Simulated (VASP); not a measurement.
# Sb (R-3m) in VASP: further runs, part 2 of 2

VASP 6.6.1.

### Step 3. Single point, PBE

INCAR

```
PREC = Accurate
ENCUT = 520
EDIFF = 1E-7
ISMEAR = 0
SIGMA = 0.020999999999999998
LREAL = False
LASPH = True
NELM = 60
ALGO = Normal
ISIF = 2
LWAVE = False
LCHARG = True
GGA = PE
LELF = True
LVHAR = True
NBANDS = 12
```

KPOINTS

```
Automatic mesh
0
Gamma
  8 8 8
```

POSCAR

```
Sb
1.0
    2.1542000000      1.2437279499      3.7580000000
   -2.1542000000      1.2437279499      3.7580000000
    0.0000000000     -2.4874558998      3.7580000000
Sb
2
Direct
    0.7665100000      0.7665100000      0.7665100000
    0.2334900000      0.2334900000      0.2334900000
```

Potentials or basis: VASP PAW PBE potentials, release 64 (Sb).

The run is started by

```bash
$ cat potpaw_PBE.64/Sb/POTCAR > POTCAR
$ mpirun -np 1 vasp_std > vasp.out
```

OUTCAR:

```text
PREC = Accurate
   ENCUT = 520
   EDIFF = 1E-7
   ISMEAR = 0
   LREAL = False
   LASPH = True
   NELM = 60
   ISIF = 2
   GGA = PE

 ion  position               nearest neighbor table
   1  0.767  0.767  0.767-   2 2.91   2 2.91   2 2.91   2 3.35   2 3.35   2 3.35
   2  0.233  0.233  0.233-   1 2.91   1 2.91   1 2.91   1 3.35   1 3.35   1 3.35

  LATTYP: Found a trigonal (rhomboedric) cell.
 ALAT       =     4.5066618304
 COS(alpha) =     0.5430253624

  Lattice vectors:

 A1 = (   2.1542000000,   1.2437279499,   3.7580000000)
 A2 = (  -2.1542000000,   1.2437279499,   3.7580000000)
 A3 = (   0.0000000000,  -2.4874558998,   3.7580000000)

Analysis of symmetry for initial positions (statically):
=====================================================================
 Subroutine PRICEL returns:
 Original cell was already a primitive cell.

 Routine SETGRP: Setting up the symmetry group for a
 trigonal (rhombohedral) supercell.

 Subroutine GETGRP returns: Found 12 space group operations
 (whereof 12 operations were pure point group operations)
 out of a pool of 12 trial point group operations.

The static configuration has the point symmetry D_3d.

Analysis of symmetry for dynamics (positions and initial velocities):
=====================================================================
 Subroutine PRICEL returns:
 Original cell was already a primitive cell.

 Routine SETGRP: Setting up the symmetry group for a
 trigonal (rhombohedral) supercell.

 Subroutine GETGRP returns: Found 12 space group operations
 (whereof 12 operations were pure point group operations)
 out of a pool of 12 trial point group operations.

The dynamic configuration has the point symmetry D_3d.

 Subroutine INISYM returns: Found 12 space group operations
 (whereof 12 operations are pure point group operations),
 and found     1 'primitive' translations

----------------------------------------------------------------------------------------

                                     Primitive cell

  volume of cell :      60.4115

  direct lattice vectors                    reciprocal lattice vectors
     2.154200000  1.243727950  3.758000000     0.232104726  0.134005726  0.088699663
    -2.154200000  1.243727950  3.758000000    -0.232104726  0.134005726  0.088699663
     0.000000000 -2.487455900  3.758000000     0.000000000 -0.268011452  0.088699663

  length of vectors
     4.506661830  4.506661830  4.506661830     0.282307932  0.282307932  0.282307932

  position of ions in fractional coordinates (direct lattice)
     0.766510000  0.766510000  0.766510000
     0.233490000  0.233490000  0.233490000

  ion indices of the primitive-cell ions
   primitive index   ion index
                 1           1
                 2           2

----------------------------------------------------------------------------------------

 KPOINTS: Automatic mesh

Automatic generation of k-mesh.
 Grid dimensions read from file:
[... 25 lines left out ...]
  0.375000 -0.000000 -0.000000      6.000000
  0.500000 -0.000000  0.000000      3.000000
  0.125000  0.125000  0.000000      6.000000
[... 16 lines left out ...]
  0.250000  0.125000  0.125000      6.000000
  0.375000  0.125000  0.125000      6.000000
 [... further k-points ...]
   k-points           NKPTS =     65   k-points in BZ     NKDIM =     65   number of bands    NBANDS=     12
   number of dos      NEDOS =    301   number of ions     NIONS =      2
   total plane-waves  NPLWV =  46656
   dimension x,y,z NGX =    36 NGY =   36 NGZ =   36
   dimension x,y,z NGXF=    72 NGYF=   72 NGZF=   72
   ions per type =               2
   NGX,Y,Z   is equivalent  to a cutoff of  13.28, 13.28, 13.28 a.u.
   NGXF,Y,Z  is equivalent  to a cutoff of  26.56, 26.56, 26.56 a.u.
 SYSTEM =  unknown system
   PREC   = accura    normal or accurate (medium, high low for compatibility)
   ISTART =      0    job   : 0-new  1-cont  2-samecut
   ICHARG =      2    charge: 1-file 2-atom 10-const
   ISPIN  =      1    spin polarized calculation?
   LNONCOLLINEAR =      F non collinear calculations
   LSORBIT =      F    spin-orbit coupling
   LASPH  =      T    aspherical Exc in radial PAW
   ENCUT  =  520.0 eV  38.22 Ry    6.18 a.u.   8.38  8.38  8.38*2*pi/ulx,y,z
   NELM   =     60;   NELMIN=  2; NELMDL= -5     # of ELM steps
   EDIFF  = 0.1E-06   stopping-criterion for ELM
   LREAL  =      F    real-space projection
   EDIFFG = 0.1E-05   stopping-criterion for IOM
   NSW    =      0    number of steps for IOM
   IBRION =     -1    ionic relax: 0-MD 1-quasi-New 2-CG
   NFREE  =      0    steps in history (QN), initial steepest desc. (CG)
   ISIF   =      2    stress and relaxation
   ISYM   =      2    0-nonsym 1-usesym 2-fastsym
   POTIM  = 0.5000    time-step for ionic-motion
   TEBEG  =    0.0;   TEEND  =   0.0 temperature during run
   PSTRESS=    0.0 pullay stress
   NELECT =      10.0000    total number of electrons
   NUPDOWN=      -1.0000    fix difference up-down
   EMIN   =  10.00;   EMAX   =-10.00  energy-range for DOS
   EFERMI =   0.00;   METHOD = LEGACY
   ISMEAR =     0;   SIGMA  =   0.02  broadening in eV -4-tet -1-fermi 0-gaus
   EFERMI_NEDOS =   21; number of points for ismear=-14 and -15
   IALGO  =     38    algorithm
   IMIX   =      4    mixing-type and parameters
     AMIX     =   0.40;   BMIX     =  1.00
     AMIX_MAG =   1.60;   BMIX_MAG =  1.00
  volume/ion in A,a.u.               =      30.21       203.84
  Fermi-wavevector in a.u.,A,eV,Ry     =   0.898880  1.698637 10.993305  0.807985
  Thomas-Fermi vector in A             =   2.021644
   LORBIT       =      0    0 simple, 1 ext, 2 COOP (PROOUT), +10 PAW based schemes
   GGA     = PE    functional components
   LHFCALC =     F    Hartree Fock is set to
   AEXX    =    0.0000 exact exchange contribution
   IVDW    =     0    specifies the selected vdW correction
   LEPSILON=     F    determine dielectric tensor
   LRPA    =     F    only Hartree local field effects (RPA)
 non-spin polarized calculation
 Gauss-broadening in eV      SIGMA  =   0.02
  energy-cutoff  :      520.00
  volume of cell :       60.41
 maximum number of plane-waves:      1638
 NGX is ok and might be reduce to    36
   NGX = 17   NGY = 17   NGZ = 17

 number of electron      10.0000000 magnetization

 Free energy of the ion-electron system (eV)
  ---------------------------------------------------
  ext. energy  EPLUGINS =         0.00000000
  ---------------------------------------------------
  free energy    TOTEN  =        -8.25622885 eV

  energy without entropy =       -8.25608291  energy(sigma->0) =       -8.25615588

 E-fermi :   7.3788     XC(G=0):  -9.5308

 val. band max:        7.3785597790   @ k =   0.3750   0.1250   0.1250
 cond. band min:       7.4201666718   @ k =   0.5000   0.5000   0.5000
 fundamental gap:      0.0416068927
 Fermi energy:         7.3787607810

 k-point     1 :       0.0000    0.0000    0.0000
  band No.  band energies     occupation
      1      -5.4387      2.00000
      2       2.4906      2.00000
      3       5.2199      2.00000
      4       5.4839      2.00000
      5       5.4839      2.00000
      6       9.3485      0.00000
      7       9.9804      0.00000
      8       9.9804      0.00000
      9      12.3692      0.00000
     10      12.3692      0.00000
     11      12.5295      0.00000
     12      13.8745      0.00000
[... 331 lines left out ...]
 k-point    24 :       0.3750    0.1250    0.1250
  band No.  band energies     occupation
      1      -4.4405      2.00000
      2      -0.2523      2.00000
      3       3.9129      2.00000
      4       5.7470      2.00000
      5       7.3786      1.01080
      6       7.4743      0.00000
      7       7.9573      0.00000
      8      10.3281      0.00000
      9      12.2794      0.00000
     10      13.2346      0.00000
     11      14.4676      0.00000
     12      16.2171      0.00000

 [... further k-points ...]

------------------------ aborting loop because EDIFF is reached ----------------------------------------

  FORCE on cell =-STRESS in cart. coord.  units (eV):
  Direction    XX          YY          ZZ          XY          YZ          ZX
  --------------------------------------------------------------------------------------
  -------------------------------------------------------------------------------------
  Total        1.1402831      1.1402831      0.8590792      0.0000000      0.0000000      0.0000000
  in kB       30.2415359     30.2415359     22.7837037      0.0000000      0.0000000      0.0000000
  external PRESSURE =      27.7555919 kB  Pullay stress =       0.0000000 kB

 VOLUME and BASIS-vectors are now :
 -----------------------------------------------------------------------------
  energy-cutoff  :      520.00
  volume of cell :       60.41
      direct lattice vectors                 reciprocal lattice vectors
     2.154200000  1.243727950  3.758000000     0.232104726  0.134005726  0.088699663
    -2.154200000  1.243727950  3.758000000    -0.232104726  0.134005726  0.088699663
     0.000000000 -2.487455900  3.758000000     0.000000000 -0.268011452  0.088699663

 POSITION                                       TOTAL-FORCE (eV/Angst)
 -----------------------------------------------------------------------------------
      0.00000      0.00000      8.64163         0.000000      0.000000     -0.184755
      0.00000      0.00000      2.63237         0.000000     -0.000000      0.184755
 -----------------------------------------------------------------------------------
    total drift:                                0.000000     -0.000000     -0.000000

  FREE ENERGIE OF THE ION-ELECTRON SYSTEM (eV)
  ---------------------------------------------------
  free  energy   TOTEN  =        -8.2562288512 eV

  energy  without entropy=       -8.2560829080  energy(sigma->0) =       -8.25615588
```

stdout:

```text
POSCAR found type information on POSCAR Sb
 POSCAR found :  1 types and       2 ions
 scaLAPACK will be used
 LDA part: xc-table for (Slater+PW92), standard interpolation
 POSCAR, INCAR and KPOINTS ok, starting setup
 FFT: planning ... GRIDC
 FFT: planning ... GRID_SOFT
 FFT: planning ... GRID
 WAVECAR not read
 entering main loop
```

Wall time 26 s (1 thread of AMD EPYC 9R45 (Zen 5), shared host); peak memory 0.19 GiB.

Results:

```
Free energy            : -8.2562 eV
Pressure               : 2.8 GPa
Largest force          : 0.185 eV/Å
Band gap on the k mesh : zero (bands 5 and 6 overlap by 0.30 eV)
```

Forces in eV/Å, atoms in the order of the input:
```
Sb   0.000  0.000 -0.185
Sb   0.000  0.000  0.185
```

Caveat: spin-orbit coupling is left out, which moves the levels of the heavy elements.
